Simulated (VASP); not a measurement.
# TiO2 (P4_2/mnm) in VASP: a series of runs

Runs on TiO2. Level: LDA. Tasks: electric field gradients.

Everything below comes from runs of VASP 6.6.1. Logs are shortened: lines on timing, memory, paths and dates and some standing lists are left out, and cuts for length are marked.

### 1 The cell of the first run

It takes space group P4_2/mnm (No. 136, tetragonal). Conventional cell: a = 4.594 Å, b = 4.594 Å, c = 2.929 Å, α = 90.00°, β = 90.00°, γ = 90.00°. Within 2.6 Å of Ti (site symmetry mmm) lie 6 O at 1.93 to 1.99 Å. O (site symmetry m2m) has 3 Ti at 1.93 to 1.99 Å and 1 O at 2.52 Å within 2.6 Å.

### 2 Electric field gradients, LDA (zz strain of -1 %)

INCAR

```
ALGO = Normal ; EDIFF = 1E-8
ENCUT = 520 ; ISIF = 2
ISMEAR = -1 ; LASPH = True
LCHARG = False ; LEFG = True
LREAL = False ; LWAVE = False
NBANDS = 33 ; NELM = 60
PREC = Accurate ; SIGMA = 0.05
```

KPOINTS

```
k-points
0
Gamma
  7 7 10
```

POSCAR

```
TiO2
1.0
    4.5940000000      0.0000000000      0.0000000000
    0.0000000000      4.5940000000      0.0000000000
    0.0000000000      0.0000000000      2.9294100000
Ti O
2 4
Direct
    0.0000000000      0.0000000000      0.0000000000
    0.5000000000      0.5000000000      0.5000000000
    0.3060000000      0.3060000000      0.0000000000
    0.1940000000      0.8060000000      0.5000000000
    0.6940000000      0.6940000000      0.0000000000
    0.8060000000      0.1940000000      0.5000000000
```

Potentials or basis: VASP PAW LDA potentials, release 64 (Ti_sv, O).

Run with:

```
$ cat potpaw_LDA.64/Ti_sv/POTCAR potpaw_LDA.64/O/POTCAR > POTCAR
$ mpirun -np 1 vasp_std > vasp.out
```

OUTCAR:

```text
EDIFF = 1E-8
   ENCUT = 520
   ISIF = 2
   ISMEAR = -1
   LASPH = True
   LREAL = False
   NELM = 60
   PREC = Accurate

 ion  position               nearest neighbor table
   1  0.000  0.000  0.000-   4 1.93   6 1.93   4 1.93   6 1.93   5 1.99   3 1.99
   2  0.500  0.500  0.500-   3 1.93   5 1.93   3 1.93   5 1.93   4 1.99   6 1.99
   3  0.306  0.306  0.000-   2 1.93   2 1.93   1 1.99
   4  0.194  0.806  0.500-   1 1.93   1 1.93   2 1.99
   5  0.694  0.694  0.000-   2 1.93   2 1.93   1 1.99
   6  0.806  0.194  0.500-   1 1.93   1 1.93   2 1.99

  LATTYP: Found a simple tetragonal cell.
 ALAT       =     4.5940000000
 C/A-ratio  =     0.6376599913

  Lattice vectors:

 A1 = (   4.5940000000,   0.0000000000,   0.0000000000)
 A2 = (   0.0000000000,   4.5940000000,   0.0000000000)
 A3 = (   0.0000000000,   0.0000000000,   2.9294100000)

Analysis of symmetry for initial positions (statically):
=====================================================================
 Subroutine PRICEL returns:
 Original cell was already a primitive cell.

 Routine SETGRP: Setting up the symmetry group for a
 simple tetragonal supercell.

 Subroutine GETGRP returns: Found 16 space group operations
 (whereof  8 operations were pure point group operations)
 out of a pool of 16 trial point group operations.

The static configuration has the point symmetry D_2h.
 The point group associated with its full space group is D_4h.

Analysis of symmetry for dynamics (positions and initial velocities):
=====================================================================
 Subroutine PRICEL returns:
 Original cell was already a primitive cell.

 Routine SETGRP: Setting up the symmetry group for a
 simple tetragonal supercell.

 Subroutine GETGRP returns: Found 16 space group operations
 (whereof  8 operations were pure point group operations)
 out of a pool of 16 trial point group operations.

The dynamic configuration has the point symmetry D_2h.
 The point group associated with its full space group is D_4h.

 Subroutine INISYM returns: Found 16 space group operations
 (whereof  8 operations are pure point group operations),
 and found     1 'primitive' translations

----------------------------------------------------------------------------------------

                                     Primitive cell

  volume of cell :      61.8247

  direct lattice vectors                    reciprocal lattice vectors
     4.594000000  0.000000000  0.000000000     0.217675229  0.000000000  0.000000000
     0.000000000  4.594000000  0.000000000     0.000000000  0.217675229  0.000000000
     0.000000000  0.000000000  2.929410000     0.000000000  0.000000000  0.341365667

  length of vectors
     4.594000000  4.594000000  2.929410000     0.217675229  0.217675229  0.341365667

  position of ions in fractional coordinates (direct lattice)
     0.000000000  0.000000000  0.000000000
     0.500000000  0.500000000  0.500000000
     0.306000000  0.306000000  0.000000000
     0.194000000  0.806000000  0.500000000
     0.694000000  0.694000000  0.000000000
     0.806000000  0.194000000  0.500000000

  ion indices of the primitive-cell ions
   primitive index   ion index
                 1           1
                 2           2
                 3           3
                 4           4
                 5           5
                 6           6

----------------------------------------------------------------------------------------

 KPOINTS: k-points

Automatic generation of k-mesh.
 Grid dimensions read from file:
 generate k-points for:    7    7   10

 Generating k-lattice:

  Cartesian coordinates                     Fractional coordinates (reciprocal lattice)
[... 54 lines left out ...]
   ISPIN  =      1    spin polarized calculation?
   LNONCOLLINEAR =      F non collinear calculations
   LSORBIT =      F    spin-orbit coupling
   LASPH  =      T    aspherical Exc in radial PAW
   ENCUT  =  520.0 eV  38.22 Ry    6.18 a.u.   8.54  8.54  5.45*2*pi/ulx,y,z
   NELM   =     60;   NELMIN=  2; NELMDL= -5     # of ELM steps
   EDIFF  = 0.1E-07   stopping-criterion for ELM
   LREAL  =      F    real-space projection
   EDIFFG = 0.1E-06   stopping-criterion for IOM
   NSW    =      0    number of steps for IOM
   IBRION =     -1    ionic relax: 0-MD 1-quasi-New 2-CG
   NFREE  =      0    steps in history (QN), initial steepest desc. (CG)
   ISIF   =      2    stress and relaxation
   ISYM   =      2    0-nonsym 1-usesym 2-fastsym
   POTIM  = 0.5000    time-step for ionic-motion
   TEBEG  =    0.0;   TEEND  =   0.0 temperature during run
   PSTRESS=    0.0 pullay stress
   NELECT =      48.0000    total number of electrons
   NUPDOWN=      -1.0000    fix difference up-down
   EMIN   =  10.00;   EMAX   =-10.00  energy-range for DOS
   EFERMI =   0.00;   METHOD = LEGACY
   ISMEAR =    -1;   SIGMA  =   0.05  broadening in eV -4-tet -1-fermi 0-gaus
   EFERMI_NEDOS =   21; number of points for ismear=-14 and -15
   IALGO  =     38    algorithm
   IMIX   =      4    mixing-type and parameters
     AMIX     =   0.40;   BMIX     =  1.00
     AMIX_MAG =   1.60;   BMIX_MAG =  1.00
  volume/ion in A,a.u.               =      10.30        69.54
  Fermi-wavevector in a.u.,A,eV,Ry     =   1.504647  2.843370 30.803068  2.263962
  Thomas-Fermi vector in A             =   2.615599
   LORBIT       =      0    0 simple, 1 ext, 2 COOP (PROOUT), +10 PAW based schemes
   GGA     = CA    functional components
   LHFCALC =     F    Hartree Fock is set to
   AEXX    =    0.0000 exact exchange contribution
   IVDW    =     0    specifies the selected vdW correction
   LEPSILON=     F    determine dielectric tensor
   LRPA    =     F    only Hartree local field effects (RPA)
 non-spin polarized calculation
  energy-cutoff  :      520.00
  volume of cell :       61.82
 maximum number of plane-waves:      1680
 NGX is ok and might be reduce to    36
   NGX = 17   NGY = 17   NGZ = 11

 number of electron      48.0000023 magnetization

 Free energy of the ion-electron system (eV)
  ---------------------------------------------------
  ext. energy  EPLUGINS =         0.00000000
  ---------------------------------------------------
  free energy    TOTEN  =       -58.75991340 eV

  energy without entropy =      -58.75991340  energy(sigma->0) =      -58.75991340

 E-fermi :   5.5069     XC(G=0): -12.0375

 val. band max:        4.5943823183   @ k =   0.0000   0.0000   0.0000
 cond. band min:       6.4650767206   @ k =   0.0000   0.0000   0.0000
 fundamental gap:      1.8706944024
 Fermi energy:         5.5068988982

 k-point     1 :       0.0000    0.0000    0.0000
  band No.  band energies     occupation
      1     -51.4815      2.00000
      2     -51.4623      2.00000
      3     -28.2042      2.00000
      4     -28.2042      2.00000
      5     -28.0231      2.00000
      6     -28.0231      2.00000
[... 853 lines left out ...]
     32      10.1651      0.00000
     33      11.0799      0.00000

 [... further k-points ...]

------------------------ aborting loop because EDIFF is reached ----------------------------------------

  FORCE on cell =-STRESS in cart. coord.  units (eV):
  Direction    XX          YY          ZZ          XY          YZ          ZX
  --------------------------------------------------------------------------------------
  -------------------------------------------------------------------------------------
  Total       -1.5810416     -1.5810416     -1.3058693     -0.0000000      0.0000000      0.0000000
  in kB      -40.9724311    -40.9724311    -33.8413868     -0.0000000      0.0000000      0.0000000
  external PRESSURE =     -38.5954163 kB  Pullay stress =       0.0000000 kB

 VOLUME and BASIS-vectors are now :
 -----------------------------------------------------------------------------
  energy-cutoff  :      520.00
  volume of cell :       61.82
      direct lattice vectors                 reciprocal lattice vectors
     4.594000000  0.000000000  0.000000000     0.217675229  0.000000000  0.000000000
     0.000000000  4.594000000  0.000000000     0.000000000  0.217675229  0.000000000
     0.000000000  0.000000000  2.929410000     0.000000000  0.000000000  0.341365667

 POSITION                                       TOTAL-FORCE (eV/Angst)
 -----------------------------------------------------------------------------------
      0.00000      0.00000      0.00000        -0.000000      0.000000      0.000000
      2.29700      2.29700      1.46470        -0.000000      0.000000      0.000000
      1.40576      1.40576      0.00000        -0.139813     -0.139813      0.000000
      0.89124      3.70276      1.46470         0.139813     -0.139813      0.000000
      3.18824      3.18824      0.00000         0.139813      0.139813      0.000000
      3.70276      0.89124      1.46470        -0.139813      0.139813      0.000000
 -----------------------------------------------------------------------------------
    total drift:                               -0.000000      0.000000      0.000000

  FREE ENERGIE OF THE ION-ELECTRON SYSTEM (eV)
  ---------------------------------------------------
  free  energy   TOTEN  =       -58.7599133977 eV

  energy  without entropy=      -58.7599133973  energy(sigma->0) =      -58.75991340

 Electric field gradients (V/A^2)
---------------------------------------------------------------------
 ion       V_xx      V_yy      V_zz      V_xy      V_xz      V_yz
---------------------------------------------------------------------
   1      13.720    13.720   -27.441    13.531     0.000    -0.000
   2      13.720    13.720   -27.441   -13.531    -0.000    -0.000
   3       2.392     2.392    -4.784    17.499     0.000     0.000
   4       2.392     2.392    -4.784   -17.499    -0.000    -0.000
   5       2.392     2.392    -4.784    17.499    -0.000     0.000
   6       2.392     2.392    -4.784   -17.499     0.000     0.000
---------------------------------------------------------------------

 Electric field gradients after diagonalization (V/A^2)
 (convention: |V_zz| > |V_xx| > |V_yy|)
----------------------------------------------------------------------
 ion       V_xx      V_yy      V_zz     asymmetry (V_yy - V_xx)/ V_zz
----------------------------------------------------------------------
   1      27.251     0.189   -27.441       0.986
   2      27.251     0.189   -27.441       0.986
   3     -15.107    -4.784    19.891       0.519
   4     -15.107    -4.784    19.891       0.519
   5     -15.107    -4.784    19.891       0.519
   6     -15.107    -4.784    19.891       0.519
----------------------------------------------------------------------

           NMR quadrupolar parameters

 Cq : quadrupolar parameter    Cq=e*Q*V_zz/h
 eta: asymmetry parameters     (V_yy - V_xx)/ V_zz
 Q  : nuclear electric quadrupole moment in mb (millibarn)
----------------------------------------------------------------------
 ion       Cq(MHz)       eta       Q (mb)
----------------------------------------------------------------------
   1      -0.066       0.986       1.000
   2      -0.066       0.986       1.000
   3       0.048       0.519       1.000
   4       0.048       0.519       1.000
   5       0.048       0.519       1.000
   6       0.048       0.519       1.000
----------------------------------------------------------------------
```

Run time: 3.2 min. Hardware: 1 thread of Intel Xeon 8259CL, shared host; peak memory 0.22 GiB.

Results:

| Property | Result |
| --- | --- |
| Free energy | -58.7599 eV |
| Pressure | -3.9 GPa |
| Largest force | 0.198 eV/Å |
| Band gap on the k mesh | 1.87 eV |
| Largest electric field gradient by atom | Ti -27.4; O +19.9 V/Å² |

Forces on the atoms (eV/Å):
```
Ti   0.000  0.000  0.000
Ti   0.000  0.000  0.000
O   -0.140 -0.140  0.000
O    0.140 -0.140  0.000
O    0.140  0.140  0.000
O   -0.140  0.140  0.000
```

Electric field gradients, principal values (V/Å²):
```
atom   least   middle  greatest (by size)
1 Ti   0.189   27.251             -27.441
2 Ti   0.189   27.251             -27.441
 3 O  -4.784  -15.107              19.891
 4 O  -4.784  -15.107              19.891
 5 O  -4.784  -15.107              19.891
 6 O  -4.784  -15.107              19.891
```

Caveat: the cell differs from its parent crystal (zz strain of -1 %); the cell stands under tension; without QUAD_EFG the Cq values of the log hold for a quadrupole moment of 1 mb, not for the nuclei; an odd mesh through Γ misses points on the zone boundary, where band edges can lie.

[end of part 1 of 3]
